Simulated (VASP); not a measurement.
# Au (Fm-3m) in VASP: further runs

Au is run at these levels: PBE; tasks: single point, relaxation of cell and atoms.

All numbers are computed with VASP 6.6.1; they aren't measurements. Logs are shortened: lines on timing, memory, paths and dates and some standing lists are left out, and cuts for length are marked.

### 1 The cell of the first run

It takes space group Fm-3m (No. 225, cubic). Conventional cell: a = 4.067 Å, b = 4.067 Å, c = 4.067 Å, α = 90.00°, β = 90.00°, γ = 90.00°. Within 3.8 Å of Au (site symmetry m-3m) lie 12 Au at 2.88 Å.

### 2 Single point, PBE

Contents of INCAR:

```
ALGO = Normal
EDIFF = 1E-6
ENCUT = 500
GGA = PE
GGA_COMPAT = False
ISIF = 2
ISMEAR = -1
LASPH = True
LCHARG = True
LELF = True
LREAL = False
LVHAR = True
LWAVE = False
NBANDS = 12
NELM = 120
PREC = Accurate
SIGMA = 0.1
```

Contents of KPOINTS:

```
k-points
0
Gamma
  18 18 18
```

Contents of POSCAR:

```
Au
1.0
    0.0000000000      2.0332972600      2.0332972600
    2.0332972600      0.0000000000      2.0332972600
    2.0332972600      2.0332972600      0.0000000000
Au
1
Direct
    0.0000000000      0.0000000000      0.0000000000
```

Potentials or basis: VASP PAW PBE potentials, release 64 (Au).

The run is started by

```console
$ cat potpaw_PBE.64/Au/POTCAR > POTCAR
$ mpirun -np 1 vasp_std > vasp.out
```

OUTCAR:

```text
EDIFF = 1E-6
   ENCUT = 500
   GGA = PE
   ISIF = 2
   ISMEAR = -1
   LASPH = True
   LREAL = False
   NELM = 120
   PREC = Accurate

 ion  position               nearest neighbor table
   1  0.000  0.000  0.000-

  LATTYP: Found a face centered cubic cell.
 ALAT       =     4.0665945200

  Lattice vectors:

 A1 = (   0.0000000000,   2.0332972600,   2.0332972600)
 A2 = (   2.0332972600,   0.0000000000,   2.0332972600)
 A3 = (   2.0332972600,   2.0332972600,   0.0000000000)

Analysis of symmetry for initial positions (statically):
=====================================================================
 Subroutine PRICEL returns:
 Original cell was already a primitive cell.

 Routine SETGRP: Setting up the symmetry group for a
 face centered cubic supercell.

 Subroutine GETGRP returns: Found 48 space group operations
 (whereof 48 operations were pure point group operations)
 out of a pool of 48 trial point group operations.

The static configuration has the point symmetry O_h .

Analysis of symmetry for dynamics (positions and initial velocities):
=====================================================================
 Subroutine PRICEL returns:
 Original cell was already a primitive cell.

 Routine SETGRP: Setting up the symmetry group for a
 face centered cubic supercell.

 Subroutine GETGRP returns: Found 48 space group operations
 (whereof 48 operations were pure point group operations)
 out of a pool of 48 trial point group operations.

The dynamic configuration has the point symmetry O_h .

 Subroutine INISYM returns: Found 48 space group operations
 (whereof 48 operations are pure point group operations),
 and found     1 'primitive' translations

----------------------------------------------------------------------------------------

                                     Primitive cell

  volume of cell :      16.8125

  direct lattice vectors                    reciprocal lattice vectors
     0.000000000  2.033297260  2.033297260    -0.245906002  0.245906002  0.245906002
     2.033297260  0.000000000  2.033297260     0.245906002 -0.245906002  0.245906002
     2.033297260  2.033297260  0.000000000     0.245906002  0.245906002 -0.245906002

  length of vectors
     2.875516561  2.875516561  2.875516561     0.425921689  0.425921689  0.425921689

  position of ions in fractional coordinates (direct lattice)
     0.000000000  0.000000000  0.000000000

  ion indices of the primitive-cell ions
   primitive index   ion index
                 1           1

----------------------------------------------------------------------------------------

 KPOINTS: k-points

Automatic generation of k-mesh.
 Grid dimensions read from file:
 generate k-points for:   18   18   18

 Generating k-lattice:

  Cartesian coordinates                     Fractional coordinates (reciprocal lattice)
    -0.013661445  0.013661445  0.013661445     0.055555556  0.000000000  0.000000000
     0.013661445 -0.013661445  0.013661445     0.000000000  0.055555556  0.000000000
     0.013661445  0.013661445 -0.013661445     0.000000000  0.000000000  0.055555556

  Length of vectors
     0.023662316  0.023662316  0.023662316

  Shift w.r.t. Gamma in fractional coordinates (k-lattice)
     0.000000000  0.000000000  0.000000000

 Subroutine IBZKPT returns following result:
 ===========================================

 Found    195 irreducible k-points:

 Following reciprocal coordinates:
            Coordinates               Weight
  0.000000  0.000000  0.000000      1.000000
  0.055556  0.000000  0.000000      8.000000
  0.111111  0.000000  0.000000      8.000000
  0.166667  0.000000  0.000000      8.000000
  0.222222  0.000000  0.000000      8.000000
  0.277778  0.000000  0.000000      8.000000
[... 16 lines left out ...]
 -0.277778  0.055556  0.000000     24.000000
 -0.222222  0.055556  0.000000     24.000000
 [... further k-points ...]
   k-points           NKPTS =    195   k-points in BZ     NKDIM =    195   number of bands    NBANDS=     12
   number of dos      NEDOS =    301   number of ions     NIONS =      1
   total plane-waves  NPLWV =  13824
   dimension x,y,z NGX =    24 NGY =   24 NGZ =   24
   dimension x,y,z NGXF=    48 NGYF=   48 NGZF=   48
   ions per type =               1
   NGX,Y,Z   is equivalent  to a cutoff of  13.88, 13.88, 13.88 a.u.
   NGXF,Y,Z  is equivalent  to a cutoff of  27.75, 27.75, 27.75 a.u.
 SYSTEM =  unknown system
   PREC   = accura    normal or accurate (medium, high low for compatibility)
   ISTART =      0    job   : 0-new  1-cont  2-samecut
   ICHARG =      2    charge: 1-file 2-atom 10-const
   ISPIN  =      1    spin polarized calculation?
   LNONCOLLINEAR =      F non collinear calculations
   LSORBIT =      F    spin-orbit coupling
   LASPH  =      T    aspherical Exc in radial PAW
   ENCUT  =  500.0 eV  36.75 Ry    6.06 a.u.   5.24  5.24  5.24*2*pi/ulx,y,z
   NELM   =    120;   NELMIN=  2; NELMDL= -5     # of ELM steps
   EDIFF  = 0.1E-05   stopping-criterion for ELM
   LREAL  =      F    real-space projection
   EDIFFG = 0.1E-04   stopping-criterion for IOM
   NSW    =      0    number of steps for IOM
   IBRION =     -1    ionic relax: 0-MD 1-quasi-New 2-CG
   NFREE  =      0    steps in history (QN), initial steepest desc. (CG)
   ISIF   =      2    stress and relaxation
   ISYM   =      2    0-nonsym 1-usesym 2-fastsym
   POTIM  = 0.5000    time-step for ionic-motion
   TEBEG  =    0.0;   TEEND  =   0.0 temperature during run
   PSTRESS=    0.0 pullay stress
   NELECT =      11.0000    total number of electrons
   NUPDOWN=      -1.0000    fix difference up-down
   EMIN   =  10.00;   EMAX   =-10.00  energy-range for DOS
   EFERMI =   0.00;   METHOD = LEGACY
   ISMEAR =    -1;   SIGMA  =   0.10  broadening in eV -4-tet -1-fermi 0-gaus
   EFERMI_NEDOS =   21; number of points for ismear=-14 and -15
   IALGO  =     38    algorithm
   IMIX   =      4    mixing-type and parameters
     AMIX     =   0.40;   BMIX     =  1.00
     AMIX_MAG =   1.60;   BMIX_MAG =  1.00
  volume/ion in A,a.u.               =      16.81       113.46
  Fermi-wavevector in a.u.,A,eV,Ry     =   1.421221  2.685718 27.481976  2.019868
  Thomas-Fermi vector in A             =   2.542053
   LORBIT       =      0    0 simple, 1 ext, 2 COOP (PROOUT), +10 PAW based schemes
   GGA     = PE    functional components
   LHFCALC =     F    Hartree Fock is set to
   AEXX    =    0.0000 exact exchange contribution
   IVDW    =     0    specifies the selected vdW correction
   LEPSILON=     F    determine dielectric tensor
   LRPA    =     F    only Hartree local field effects (RPA)
 non-spin polarized calculation
  energy-cutoff  :      500.00
  volume of cell :       16.81
 maximum number of plane-waves:       444
 NGX is ok and might be reduce to    24
   NGX = 11   NGY = 11   NGZ = 11

 number of electron      10.9999999 magnetization

 Free energy of the ion-electron system (eV)
  ---------------------------------------------------
  ext. energy  EPLUGINS =         0.00000000
  ---------------------------------------------------
  free energy    TOTEN  =        -3.18885614 eV

  energy without entropy =       -3.17994048  energy(sigma->0) =       -3.18439831

 E-fermi :   9.7058     XC(G=0): -12.7984

 val. band max:        9.6933574508   @ k =   0.5000   0.2778   0.1111
 cond. band min:       9.7547070597   @ k =   0.4444   0.4444   0.0000
 fundamental gap:      0.0613496089
 Fermi energy:         9.7058496215

 k-point     1 :       0.0000    0.0000    0.0000
  band No.  band energies     occupation
      1      -0.2980      2.00000
      2       4.9364      2.00000
      3       4.9364      2.00000
      4       4.9364      2.00000
      5       6.4877      2.00000
      6       6.4877      2.00000
      7      24.2047      0.00000
      8      28.2836      0.00000
      9      28.2836      0.00000
     10      28.2836      0.00000
     11      33.2310      0.00000
     12      38.0238      0.00000

 k-point     2 :       0.0556    0.0000    0.0000
  band No.  band energies     occupation
      1      -0.1886      2.00000
      2       4.8996      2.00000
      3       4.9747      2.00000
      4       4.9747      2.00000
      5       6.4699      2.00000
      6       6.4699      2.00000
      7      24.3379      0.00000
      8      27.5716      0.00000
      9      28.4173      0.00000
     10      28.4173      0.00000
     11      33.8573      0.00000
     12      36.6480      0.00000

 k-point     3 :       0.1111    0.0000    0.0000
  band No.  band energies     occupation
      1       0.1305      2.00000
      2       4.8066      2.00000
      3       5.0745      2.00000
      4       5.0745      2.00000
      5       6.4336      2.00000
      6       6.4336      2.00000
      7      24.6489      0.00000
      8      26.0935      0.00000
      9      28.7967      0.00000
     10      28.7967      0.00000
     11      33.6754      0.00000
     12      36.0030      0.00000

 k-point     4 :       0.1667    0.0000    0.0000
  band No.  band energies     occupation
      1       0.6275      2.00000
      2       4.7101      2.00000
      3       5.1861      2.00000
      4       5.1861      2.00000
      5       6.4330      2.00000
      6       6.4330      2.00000
      7      23.9951      0.00000
      8      25.3323      0.00000
      9      29.3400      0.00000
     10      29.3400      0.00000
     11      32.2275      0.00000
     12      34.4764      0.00000

 k-point     5 :       0.2222    0.0000    0.0000
  band No.  band energies     occupation
      1       1.2266      2.00000
      2       4.7106      2.00000
      3       5.2339      2.00000
      4       5.2339      2.00000
      5       6.5450      2.00000
      6       6.5450      2.00000
      7      22.0336      0.00000
      8      25.4188      0.00000
      9      29.8048      0.00000
     10      29.8048      0.00000
     11      31.5028      0.00000
     12      33.1845      0.00000
[... 228 lines left out ...]
      1       2.3393      2.00000
      2       4.9261      2.00000
      3       5.0129      2.00000
      4       6.6542      2.00000
      5       7.3712      2.00000
      6       8.1891      2.00000
      7      14.9245      0.00000
      8      24.0303      0.00000
      9      26.5765      0.00000
     10      27.8610      0.00000
     11      33.8436      0.00000
     12      34.5437      0.00000

 k-point    22 :      -0.3333    0.0556    0.0000
  band No.  band energies     occupation
      1       2.2661      2.00000
      2       5.0225      2.00000
      3       5.1024      2.00000
      4       5.7815      2.00000
      5       7.0351      2.00000
      6       7.6365      2.00000
      7      16.9890      0.00000
      8      24.4391      0.00000
      9      27.0906      0.00000
     10      29.0190      0.00000
     11      32.6477      0.00000
     12      33.8353      0.00000

 k-point    23 :      -0.2778    0.0556    0.0000
  band No.  band energies     occupation
      1       2.0126      2.00000
      2       4.9764      2.00000
      3       5.1977      2.00000
      4       5.2097      2.00000
      5       6.6786      2.00000
      6       7.2231      2.00000
      7      19.1893      0.00000
      8      24.9417      0.00000
      9      27.7857      0.00000
     10      30.4377      0.00000
     11      31.3875      0.00000
     12      32.9118      0.00000

 k-point    24 :      -0.2222    0.0556    0.0000
  band No.  band energies     occupation
      1       1.5174      2.00000
      2       4.6622      2.00000
      3       5.2470      2.00000
      4       5.2858      2.00000
      5       6.3891      2.00000
      6       6.8832      2.00000
      7      21.3819      0.00000
      8      25.3392      0.00000
      9      28.3893      0.00000
     10      30.6076      0.00000
     11      31.2862      0.00000
     12      32.6989      0.00000

 [... further k-points ...]

------------------------ aborting loop because EDIFF is reached ----------------------------------------

  FORCE on cell =-STRESS in cart. coord.  units (eV):
  Direction    XX          YY          ZZ          XY          YZ          ZX
  --------------------------------------------------------------------------------------
  -------------------------------------------------------------------------------------
  Total        1.1636744      1.1636744      1.1636744     -0.0000000     -0.0000000      0.0000000
  in kB      110.8943508    110.8943508    110.8943508     -0.0000000     -0.0000000      0.0000000
  external PRESSURE =     110.8943508 kB  Pullay stress =       0.0000000 kB

 VOLUME and BASIS-vectors are now :
 -----------------------------------------------------------------------------
  energy-cutoff  :      500.00
  volume of cell :       16.81
      direct lattice vectors                 reciprocal lattice vectors
     0.000000000  2.033297260  2.033297260    -0.245906002  0.245906002  0.245906002
     2.033297260  0.000000000  2.033297260     0.245906002 -0.245906002  0.245906002
     2.033297260  2.033297260  0.000000000     0.245906002  0.245906002 -0.245906002

 POSITION                                       TOTAL-FORCE (eV/Angst)
 -----------------------------------------------------------------------------------
      0.00000      0.00000      0.00000         0.000000      0.000000      0.000000
 -----------------------------------------------------------------------------------
    total drift:                               -0.000000      0.000000      0.000000

  FREE ENERGIE OF THE ION-ELECTRON SYSTEM (eV)
  ---------------------------------------------------
  free  energy   TOTEN  =        -3.1888561425 eV

  energy  without entropy=       -3.1799404788  energy(sigma->0) =       -3.18439831
```

Wall time 20 s (1 thread of Intel Xeon Platinum 8488C (Sapphire Rapids), shared host); peak memory 0.16 GiB.

Results:

- Free energy: -3.1889 eV
- Pressure: 11.1 GPa
- Band gap on the k mesh: zero (an odd number of electrons rules out a gap without spin polarisation)

Levels at points of the mesh, in eV from the Fermi level:
```csv
k point,band 4,band 5,band 6,band 7,band 8,band 9
"(0.00, 0.00, 0.00)",-4.77,-3.22,-3.22,14.50,18.58,18.58
"(0.50, 0.00, 0.00)",-1.99,-1.99,-1.02,3.14,13.95,17.23
"(0.50, 0.50, 0.00)",-1.66,-1.66,0.98,5.88,10.05,10.05
```

Caveat: the cell stands under pressure; spin-orbit coupling is left out, which moves the levels of the heavy elements.

### 3 Single point, PBE

Contents of INCAR:

```
SYSTEM = Au
ALGO = Normal ; EDIFF = 1E-6
ENCUT = 500 ; GGA = PE
GGA_COMPAT = .FALSE. ; ISIF = 2
ISMEAR = -1 ; LASPH = .TRUE.
LCHARG = .TRUE. ; LELF = .TRUE.
LREAL = .FALSE. ; LVHAR = .TRUE.
LWAVE = .FALSE. ; NBANDS = 12
NELM = 120 ; PREC = Accurate
SIGMA = 0.1
```

Contents of KPOINTS:

```
k-points
0
G
  18 18 18
  0 0 0
```

POSCAR is that of step 2.

Potentials or basis: VASP PAW PBE potentials, release 64 (Au).

The run is started by

```console
$ cat potpaw_PBE.64/Au/POTCAR > POTCAR
$ mpirun -np 1 vasp_std > vasp.out
```

It took 18 s on 1 thread of Intel Xeon Platinum 8488C (Sapphire Rapids), shared host; peak memory 0.17 GiB.

The run converged. Its results:

```
Free energy            : -3.1889 eV
Pressure               : 11.1 GPa
Band gap on the k mesh : zero (an odd number of electrons rules out a gap without spin polarisation)
```

Levels at points of the mesh, in eV from the Fermi level:
| k point | band 3 | band 4 | band 5 | band 6 | band 7 | band 8 | band 9 | band 10 |
| --- | --- | --- | --- | --- | --- | --- | --- | --- |
| (0.00, 0.00, 0.00) | -4.77 | -4.77 | -3.22 | -3.22 | 14.50 | 18.58 | 18.58 | 18.58 |
| (0.50, 0.00, 0.00) | -4.81 | -1.99 | -1.99 | -1.02 | 3.14 | 13.95 | 17.23 | 17.23 |
| (0.50, 0.50, 0.00) | -2.03 | -1.66 | -1.66 | 0.98 | 5.88 | 10.05 | 10.05 | 17.36 |

Caveat: the cell stands under pressure; spin-orbit coupling is left out, which moves the levels of the heavy elements.

### 4 Relaxation of cell and atoms, PBE, target pressure 11.4 GPa, at which the enthalpy is minimised

This run uses another cell than the first one, of 16.89 Å³/atom.

Contents of INCAR:

```
SYSTEM = Au
PREC = Accurate
ENCUT = 500
EDIFF = 1E-7
ISMEAR = -1
SIGMA = 0.1
LREAL = .False.
LASPH = .True.
NELM = 120
ALGO = Normal
ISIF = 3
LWAVE = .False.
LCHARG = .False.
GGA = PE
IBRION = 2
NSW = 80
EDIFFG = -0.002
PSTRESS = 114.0
GGA_COMPAT = .False.
NELMIN = 4
```

Contents of KPOINTS:

```
Automatic mesh
0
Gamma
  18 18 18
  0 0 0
```

Contents of POSCAR:

```
Au
1.0
    0.0000000000      2.0364497407      2.0364497407
    2.0364497407      0.0000000000      2.0364497407
    2.0364497407      2.0364497407      0.0000000000
Au
1
Direct
    0.0000000000      0.0000000000      0.0000000000
```

The run is started by

```console
$ cat potpaw_PBE.64/Au/POTCAR > POTCAR
$ mpirun -np 1 vasp_std > vasp.out
```

Run time: 28 s. Hardware: 1 thread of Intel Xeon Platinum 8488C (Sapphire Rapids), shared host; peak memory 0.17 GiB.

Results (log left out):

```yaml
Free_energy: -3.1871 eV
Relaxed_volume: 16.79 Å³/atom
Relaxed_cell: a = 2.874 Å, b = 2.874 Å, c = 2.874 Å, α = 60.00°, β = 60.00°, γ = 60.00°
Space_group_after_relaxing_to_0.1_Å: Fm-3m (No. 225)
Energy_change_on_relaxing_the_run_minimises_the_enthalpy: +7.0 meV/atom
Ionic_steps: 3
Pressure_after_relaxing: 11.4 GPa
Band_gap_on_the_k_mesh: zero (an odd number of electrons rules out a gap without spin polarisation)
```

Step by step:
```tsv
step	energy change (eV)	largest force (eV/Å)	pressure (GPa)	volume (Å³)
1	0.0000	0.0000	10.16	16.89
2	0.0240	0.0000	14.11	16.57
3	0.0070	0.0000	11.40	16.79
```

Final structure:
```
Au
1.0
     0.00000    2.03224    2.03224
     2.03224    0.00000    2.03224
     2.03224    2.03224    0.00000
Au
1
Direct
  0.00000 0.00000 0.00000
```

Levels at points of the mesh, in eV from the Fermi level:
| k point | band 4 | band 5 | band 6 | band 7 | band 8 | band 9 |
| --- | --- | --- | --- | --- | --- | --- |
| (0.00, 0.00, 0.00) | -4.78 | -3.22 | -3.22 | 14.50 | 18.58 | 18.58 |
| (0.50, 0.00, 0.00) | -1.99 | -1.99 | -1.03 | 3.15 | 13.95 | 17.24 |
| (0.50, 0.50, 0.00) | -1.66 | -1.66 | 0.97 | 5.90 | 10.05 | 10.05 |

Caveat: the cell is relaxed towards a set pressure, so the run minimises the enthalpy, not the energy; spin-orbit coupling is left out, which moves the levels of the heavy elements.

The gap in the log of VASP goes by the Fermi energy; the results here count the filled bands.